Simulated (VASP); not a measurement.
Ge:

```
CELL_PARAMETERS angstrom
1.48805 -2.59469 0.00000
1.48805 2.59469 0.00000
0.00000 0.00000 4.72760
ATOMIC_POSITIONS crystal
Ge 0.66655 0.33345 0.25000
Ge 0.33345 0.66655 0.75000
```

Base run:

```yaml
Program: VASP 6.6.1
Functional: r2SCAN
Potentials_or_basis: VASP PAW PBE potentials, release 64 (Ge_d)
Cutoff: 520 eV
k_mesh: 11 × 11 × 6
Occupations: methfessel-paxton, width 0.1 eV
Spin: no spin polarisation
```

Its results: band gap on the k mesh zero (band 14 reaches 14.07 eV, above the bottom of band 15 at 4.18 eV); pressure 1.7 GPa; largest force 0.006 eV/Å.

**Question.** After a change of settings the same cell gave: band gap on the k mesh zero (band 14 reaches 13.90 eV, above the bottom of band 15 at 5.36 eV); pressure -2.7 GPa; largest force 0.015 eV/Å. Which change was it?
A. k mesh from 11 × 11 × 6 to 5 × 5 × 3
B. k mesh from 11 × 11 × 6 to 4 × 4 × 2
C. k mesh from 11 × 11 × 6 to 3 × 3 × 2
D. k mesh from 11 × 11 × 6 to 7 × 7 × 4

**Answer.** B.

Caveats: some runs use coarse meshes; the PAW data sets were made with another functional, which shifts forces and pressure a little.
